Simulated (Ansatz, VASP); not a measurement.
**NiO: VASP beside Ansatz**

```xyz
2
Lattice="0.0000 2.0859 2.0859 2.0859 0.0000 2.0859 2.0859 2.0859 0.0000" Properties=species:S:1:pos:R:3 pbc="T T T"
Ni    0.0000    0.0000    0.0000
O     2.0859    2.0859    2.0859
```

Alike in both runs: task relaxation of cell and atoms; functional PBE; dispersion D3(BJ); k mesh 11 × 11 × 11; occupations gaussian, width 0.1 eV; collinear spin; Hubbard terms Ni d U = 8.0 eV.

|  | VASP | Ansatz |
| --- | --- | --- |
| version | VASP 6.6.1 | Ansatz 0.2.0 |
| potentials or method | VASP PAW PBE potentials, release 64 (Ni, O) | Ansatz PAW |
| plane-wave cutoff (eV) | 600 | 420 |
| valence electrons in the cell | 16 | 24 |

```tsv
	VASP	Ansatz	Ansatz less VASP
net moment per atom (μB)	1.00	1.00	0.000
size of the moment on the site where the two differ most (μB)	1.88	1.77	-0.118
relaxed volume (Å³/atom)	8.96	9.59	+0.631
relaxed cell length with the largest relative difference (Å)	2.937	3.005	+0.0674
```

Site moments also hang on the region over which each program counts them. The programs project onto different local orbitals, so the same U acts differently, and such runs can settle in different states. VASP's potentials hold 16 valence electrons a cell and Ansatz's 24, so a difference there can come from the potentials and not from the codes.

Noted on Ansatz's run: the magnetic or orbital state may not be the lowest; odd divisions of the mesh miss points on the zone boundary, where band edges often lie, so the gap on the mesh can be too wide; the plane-wave basis is chosen anew once the cell has moved, so the energies of steps on either side of that aren't comparable.
